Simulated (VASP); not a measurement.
# ZrS2 (P-3m1) in VASP: a series of runs

ZrS2 is run at these levels: PBE+D3(BJ); tasks: phonons.

Everything below comes from runs of VASP 6.6.1. Logs are shortened: lines on timing, memory, paths and dates and some standing lists are left out, and cuts for length are marked.

### 1 The cell of the first run

The structure is trigonal, space group P-3m1 (No. 164). The conventional cell has a = 3.571 Å, b = 3.571 Å, c = 5.456 Å, α = 90.00°, β = 90.00°, γ = 120.00°. Within 3.3 Å of Zr (site symmetry -3m) lie 6 S at 2.53 Å. Within 3.3 Å of S (site symmetry 3m) lie 3 Zr at 2.53 Å and 3 S at 3.25 Å.

### 2 Phonons, PBE+D3(BJ)

The input, INCAR:

```
SYSTEM = ZrS2
ALGO = Normal
EDIFF = 1E-8
ENCUT = 500
GGA = PE
GGA_COMPAT = .False.
IBRION = 6
ISIF = 2
ISMEAR = 0
IVDW = 12
LASPH = .True.
LCHARG = .False.
LREAL = .False.
LWAVE = .False.
NBANDS = 19
NELM = 120
NFREE = 2
NSW = 1
POTIM = 0.015
PREC = Accurate
SIGMA = 0.01
```

The input, KPOINTS:

```
k-points
0
Gamma
  12 12 8
  0 0 0
```

The input, POSCAR:

```
ZrS2
1.0
    3.5706139702      0.0000000000      0.0000000000
   -1.7853069851      3.0922424053      0.0000000000
    0.0000000000      0.0000000000      5.4558523109
Zr S
1 2
Direct
    0.0000000000      0.0000000000      0.0000000000
    0.3333333333      0.6666666667      0.2699901926
    0.6666666667      0.3333333333      0.7300098074
```

Potentials or basis: VASP PAW PBE potentials, release 64 (Zr_sv, S).

The run is started by

```console
$ cat potpaw_PBE.64/Zr_sv/POTCAR potpaw_PBE.64/S/POTCAR > POTCAR
$ mpirun -np 1 vasp_std > vasp.out
```

OUTCAR:

```text
SYSTEM = ZrS2
   EDIFF = 1E-8
   ENCUT = 500
   GGA = PE
   IBRION = 6
   ISIF = 2
   ISMEAR = 0
   IVDW = 12
   LASPH = .True.
   LREAL = .False.
   NELM = 120
   NFREE = 2
   NSW = 1
   POTIM = 0.015
   PREC = Accurate
 IVDW          = 12

 ion  position               nearest neighbor table
   1  0.000  0.000  0.000-   2 2.53   3 2.53   2 2.53   3 2.53   3 2.53   2 2.53
   2  0.333  0.667  0.270-   1 2.53   1 2.53   1 2.53
   3  0.667  0.333  0.730-   1 2.53   1 2.53   1 2.53

  LATTYP: Found a hexagonal cell.
 ALAT       =     3.5706139702
 C/A-ratio  =     1.5279871631

  Lattice vectors:

 A1 = (   3.5706139702,   0.0000000000,   0.0000000000)
 A2 = (  -1.7853069851,   3.0922424053,   0.0000000000)
 A3 = (   0.0000000000,   0.0000000000,   5.4558523109)

Analysis of symmetry for initial positions (statically):
=====================================================================
 Subroutine PRICEL returns:
 Original cell was already a primitive cell.

 Routine SETGRP: Setting up the symmetry group for a
 hexagonal supercell.

 Subroutine GETGRP returns: Found 12 space group operations
 (whereof 12 operations were pure point group operations)
 out of a pool of 24 trial point group operations.

The static configuration has the point symmetry D_3d.

Analysis of symmetry for dynamics (positions and initial velocities):
=====================================================================
 Subroutine PRICEL returns:
 Original cell was already a primitive cell.

 Routine SETGRP: Setting up the symmetry group for a
 hexagonal supercell.

 Subroutine GETGRP returns: Found 12 space group operations
 (whereof 12 operations were pure point group operations)
 out of a pool of 24 trial point group operations.

The dynamic configuration has the point symmetry D_3d.

 Subroutine INISYM returns: Found 12 space group operations
 (whereof 12 operations are pure point group operations),
 and found     1 'primitive' translations

----------------------------------------------------------------------------------------

                                     Primitive cell

  volume of cell :      60.2392

  direct lattice vectors                    reciprocal lattice vectors
[... 126 lines left out ...]
 NGX is ok and might be reduce to    28
   NGX = 13   NGY = 13   NGZ = 19

--------------------------------------- Ionic step        1  -------------------------------------------

 number of electron      24.0000002 magnetization

 Free energy of the ion-electron system (eV)
  ---------------------------------------------------
  ext. energy  EPLUGINS =         0.00000000
  ---------------------------------------------------
  free energy    TOTEN  =       -21.20515218 eV

  energy without entropy =      -21.20515218  energy(sigma->0) =      -21.20515218

------------------------ aborting loop because EDIFF is reached ----------------------------------------

 Edisp (eV)   -1.19447

 E8    (eV) :    -0.5086
[... 319 lines left out ...]
--------------------------------------- Ionic step        9  -------------------------------------------

 number of electron      24.0000001 magnetization

 Free energy of the ion-electron system (eV)
  ---------------------------------------------------
  ext. energy  EPLUGINS =         0.00000000
  ---------------------------------------------------
  free energy    TOTEN  =       -21.20409124 eV

  energy without entropy =      -21.20409124  energy(sigma->0) =      -21.20409124

 E-fermi :   6.5590     XC(G=0): -10.2787

 val. band max:        6.5177079929   @ k =   0.0000   0.0000   0.0000
 cond. band min:       6.7828621523   @ k =   0.5000   0.0000   0.5000
 fundamental gap:      0.2651541594
 Fermi energy:         6.5590014433

 k-point     1 :       0.0000    0.0000    0.0000
  band No.  band energies     occupation
      1     -42.7142      2.00000
      2     -20.8310      2.00000
      3     -20.6331      2.00000
      4     -20.6331      2.00000
      5      -7.1228      2.00000
      6      -5.1206      2.00000
[... 505 lines left out ...]
      6      -5.2839      2.00000
[... 11 lines left out ...]
     18      13.0778      0.00000
     19      14.1719      0.00000

 [... further k-points ...]

------------------------ aborting loop because EDIFF is reached ----------------------------------------

 Edisp (eV)   -1.19423

 E8    (eV) :    -0.5085
[... 26 lines left out ...]
  FREE ENERGIE OF THE ION-ELECTRON SYSTEM (eV)
  ---------------------------------------------------
  free  energy   TOTEN  =       -22.3983214162 eV

  energy  without entropy=      -22.3983214162  energy(sigma->0) =      -22.39832142

 INTERNAL STRAIN TENSORS FROM DISPLACED ATOMS
 ============================================

 INTERNAL STRAIN TENSOR FOR ION    1 for displacements in x,y,z  (eV/Angst):
          X           Y           Z          XY          YZ          ZX
  --------------------------------------------------------------------------------
  x     0.00000     0.00000     0.00000     0.00000     0.00000     0.00000
  y     0.00000     0.00000     0.00000     0.00000     0.00000     0.00000
  z     0.00000     0.00000     0.00000     0.00000     0.00000     0.00000

 INTERNAL STRAIN TENSOR FOR ION    3 for displacements in x,y,z  (eV/Angst):
          X           Y           Z          XY          YZ          ZX
  --------------------------------------------------------------------------------
  x     0.00000     0.00000     0.00000    -4.06481     0.00000    10.54685
  y    -4.06481     4.06481    -0.00000    -0.00000    10.54686     0.00000
  z    10.47097    10.47097    14.39846     0.00000     0.00000     0.00000

 Eigenvectors and eigenvalues of the dynamical matrix
 ----------------------------------------------------

   1 f  =   10.302221 THz    64.730766 2PiTHz  343.645115 cm-1    42.606545 meV
             X         Y         Z           dx          dy          dz
      0.000000  0.000000  0.000000    -0.000000    0.000000   -0.000000
     -0.000000  2.061495  1.473027    -0.000000    0.000000   -0.707107
      1.785307  1.030747  3.982826     0.000000   -0.000000    0.707107
[... 43 lines left out ...]
   9 f/i=    0.002905 THz     0.018250 2PiTHz    0.096889 cm-1     0.012013 meV
             X         Y         Z           dx          dy          dz
      0.000000  0.000000  0.000000    -0.761123    0.085623   -0.000000
     -0.000000  2.061495  1.473027    -0.451772    0.050822   -0.000000
      1.785307  1.030747  3.982826    -0.451772    0.050822   -0.000000

 ELASTIC MODULI CONTR FROM IONIC RELAXATION (kBar)
 Direction    XX          YY          ZZ          XY          YZ          ZX
 --------------------------------------------------------------------------------
 XX        -529.8676   -307.7787   -575.9167      0.0000    288.1239     -0.0000
 YY        -307.7787   -529.8676   -575.9167     -0.0000   -288.1239      0.0000
 ZZ        -575.9167   -575.9167   -791.9333      0.0000     -0.0000     -0.0000
 XY           0.0000     -0.0000      0.0000   -111.0445     -0.0000    288.1238
 YZ         288.1239   -288.1239     -0.0000     -0.0000   -747.5868      0.0000
 ZX          -0.0000      0.0000     -0.0000    288.1238      0.0000   -747.5865
 --------------------------------------------------------------------------------
```

OSZICAR:

```text
N       E                     dE             d eps       ncg     rms          rms(c)
DAV:   1     0.162378946789E+03    0.16238E+03   -0.11984E+04  4986   0.115E+03
DAV:   2    -0.137889025314E+02   -0.17617E+03   -0.17175E+03  6378   0.279E+02
DAV:   3    -0.228525859484E+02   -0.90637E+01   -0.90098E+01  7994   0.571E+01
[... 103 lines left out ...]
DAV:   6    -0.212040914131E+02    0.29035E-07   -0.20556E-06  6169   0.828E-03    0.128E-02
DAV:   7    -0.212040912312E+02    0.18190E-06   -0.17282E-06  5653   0.664E-03    0.212E-03
DAV:   8    -0.212040912746E+02   -0.43393E-07   -0.19555E-07  5729   0.257E-03    0.138E-03
DAV:   9    -0.212040912581E+02    0.16511E-07   -0.54313E-09  3410   0.458E-04    0.884E-04
DAV:  10    -0.212040912378E+02    0.20243E-07   -0.35317E-09  3308   0.411E-04    0.211E-04
DAV:  11    -0.212040912383E+02   -0.43474E-09   -0.10067E-09  3131   0.184E-04
   9 F= -.22398321E+02 E0= -.22398321E+02  d E =-.192577E-12
```

It took 13 min on 1 thread of Intel Xeon 6975P-C (Granite Rapids), shared host; peak memory 0.96 GiB.

Results:

```
Highest phonon frequency at Γ, LO-TO splitting left out : 344 cm⁻¹
Dispersion energy per atom                              : -0.398 eV
```

Phonon frequencies in cm⁻¹ (negative: imaginary):
| q point | frequencies |
| --- | --- |
| (0.000, 0.000, 0.000) | 0 0 0 172 172 259 259 338 344 |

Caveat: the cell stands under pressure or tension, which shifts response properties.

### 3 Phonons, PBE+D3(BJ)

This run uses another cell than the first one, of 20.41 Å³/atom.

The input, INCAR:

```
SYSTEM = ZrS2
PREC = Accurate
ENCUT = 500
EDIFF = 1E-8
ISMEAR = 0
SIGMA = 0.01
LREAL = .False.
LASPH = .True.
NELM = 120
ALGO = Normal
ISIF = 2
LWAVE = .False.
LCHARG = .False.
GGA = PE
IVDW = 12
IBRION = 6
NFREE = 2
POTIM = 0.015
NSW = 1
GGA_COMPAT = .False.
```

The input, KPOINTS:

```
Automatic mesh
0
Gamma
  12 12 8
  0 0 0
```

The input, POSCAR:

```
ZrS2
1.0
    3.5853956039      0.0000000000      0.0000000000
   -1.7926978019      3.1050436756      0.0000000000
    0.0000000000      0.0000000000      5.5011647195
Zr S
1 2
Direct
    0.0000000000      0.0000000000      0.0000000000
    0.3333333333      0.6666666667      0.2672470287
    0.6666666667      0.3333333333      0.7327529713
```

Potentials or basis: VASP PAW PBE potentials, release 64 (Zr_sv, S).

The run is started by

```console
$ cat potpaw_PBE.64/Zr_sv/POTCAR potpaw_PBE.64/S/POTCAR > POTCAR
$ mpirun -np 1 vasp_std > vasp.out
```

OUTCAR:

```text
SYSTEM = ZrS2
   PREC = Accurate
   ENCUT = 500
   EDIFF = 1E-8
   ISMEAR = 0
   LREAL = .False.
   LASPH = .True.
   NELM = 120
   ISIF = 2
   GGA = PE
   IVDW = 12
   IBRION = 6
   NFREE = 2
   POTIM = 0.015
   NSW = 1
 IVDW          = 12

 ion  position               nearest neighbor table
   1  0.000  0.000  0.000-   2 2.54   3 2.54   2 2.54   3 2.54   3 2.54   2 2.54
   2  0.333  0.667  0.267-   1 2.54   1 2.54   1 2.54
   3  0.667  0.333  0.733-   1 2.54   1 2.54   1 2.54

  LATTYP: Found a hexagonal cell.
 ALAT       =     3.5853956039
 C/A-ratio  =     1.5343257278

  Lattice vectors:

 A1 = (   3.5853956039,   0.0000000000,   0.0000000000)
 A2 = (  -1.7926978019,   3.1050436756,   0.0000000000)
 A3 = (   0.0000000000,   0.0000000000,   5.5011647195)

Analysis of symmetry for initial positions (statically):
=====================================================================
[... 979 lines left out ...]
------------------------ aborting loop because EDIFF is reached ----------------------------------------

 Edisp (eV)   -1.17288

 E8    (eV) :    -0.4992
[... 26 lines left out ...]
  FREE ENERGIE OF THE ION-ELECTRON SYSTEM (eV)
  ---------------------------------------------------
  free  energy   TOTEN  =       -22.4203342329 eV

  energy  without entropy=      -22.4203342329  energy(sigma->0) =      -22.42033423

 INTERNAL STRAIN TENSORS FROM DISPLACED ATOMS
 ============================================

 INTERNAL STRAIN TENSOR FOR ION    1 for displacements in x,y,z  (eV/Angst):
          X           Y           Z          XY          YZ          ZX
  --------------------------------------------------------------------------------
  x     0.00000     0.00000     0.00000     0.00000     0.00000     0.00000
  y     0.00000     0.00000     0.00000     0.00000     0.00000     0.00000
  z     0.00000     0.00000     0.00000     0.00000     0.00000     0.00000

 INTERNAL STRAIN TENSOR FOR ION    3 for displacements in x,y,z  (eV/Angst):
          X           Y           Z          XY          YZ          ZX
  --------------------------------------------------------------------------------
  x    -0.00000     0.00000     0.00000    -3.93630     0.00000    10.44993
  y    -3.93630     3.93630     0.00000     0.00000    10.44993     0.00000
  z    10.32262    10.32262    14.52893     0.00000     0.00000     0.00000

 Eigenvectors and eigenvalues of the dynamical matrix
 ----------------------------------------------------

   1 f  =   10.151042 THz    63.780879 2PiTHz  338.602318 cm-1    41.981318 meV
             X         Y         Z           dx          dy          dz
      0.000000  0.000000  0.000000     0.000000    0.000000   -0.000000
     -0.000000  2.070029  1.470170     0.000000    0.000000   -0.707107
      1.792698  1.035015  4.030995    -0.000000   -0.000000    0.707107
[... 43 lines left out ...]
   9 f/i=    0.004552 THz     0.028598 2PiTHz    0.151824 cm-1     0.018824 meV
             X         Y         Z           dx          dy          dz
      0.000000  0.000000  0.000000    -0.016365   -0.765533    0.000000
     -0.000000  2.070029  1.470170    -0.009720   -0.454699    0.000000
      1.792698  1.035015  4.030995    -0.009720   -0.454699    0.000000

 ELASTIC MODULI CONTR FROM IONIC RELAXATION (kBar)
 Direction    XX          YY          ZZ          XY          YZ          ZX
 --------------------------------------------------------------------------------
 XX        -516.4402   -308.3171   -580.4167     -0.0000    276.2581      0.0000
 YY        -308.3171   -516.4402   -580.4167     -0.0000   -276.2581     -0.0000
 ZZ        -580.4167   -580.4167   -816.9277     -0.0000      0.0000     -0.0000
 XY          -0.0000     -0.0000     -0.0000   -104.0616     -0.0000    276.2581
 YZ         276.2581   -276.2581      0.0000     -0.0000   -733.3983     -0.0000
 ZX           0.0000     -0.0000     -0.0000    276.2581     -0.0000   -733.3980
 --------------------------------------------------------------------------------
```

stdout:

```text
POSCAR found type information on POSCAR ZrS
 POSCAR found :  2 types and       3 ions
 scaLAPACK will be used
 LDA part: xc-table for (Slater+PW92), standard interpolation
 POSCAR, INCAR and KPOINTS ok, starting setup
 FFT: planning ... GRIDC
 FFT: planning ... GRID_SOFT
 FFT: planning ... GRID
 WAVECAR not read
 entering main loop
 Found     4 degrees of freedom:
 Finite differences POTIM= 0.01500 DOF=   4
 bond charge predicted
 Finite differences progress:
 bond charge predicted
 Finite differences progress:
 bond charge predicted
 Finite differences progress:
 bond charge predicted
 Finite differences progress:
 bond charge predicted
 Finite differences progress:
 bond charge predicted
 Finite differences progress:
 bond charge predicted
 Finite differences progress:
 bond charge predicted
 Finite differences progress:
```

Wall time 24 min (1 thread of Oxide Virtual Turin-like, shared host); peak memory 0.85 GiB.

What came out:

| Quantity | Value |
| --- | --- |
| Highest phonon frequency at Γ, LO-TO splitting left out | 339 cm⁻¹ |
| Dispersion energy per atom | -0.391 eV |

Phonon frequencies in cm⁻¹ (negative: imaginary):
| q point | frequencies |
| --- | --- |
| (0.000, 0.000, 0.000) | 0 0 0 169 169 257 257 335 339 |

Caveat: the cell stands under pressure or tension, which shifts response properties.

[end of part 1 of 2]
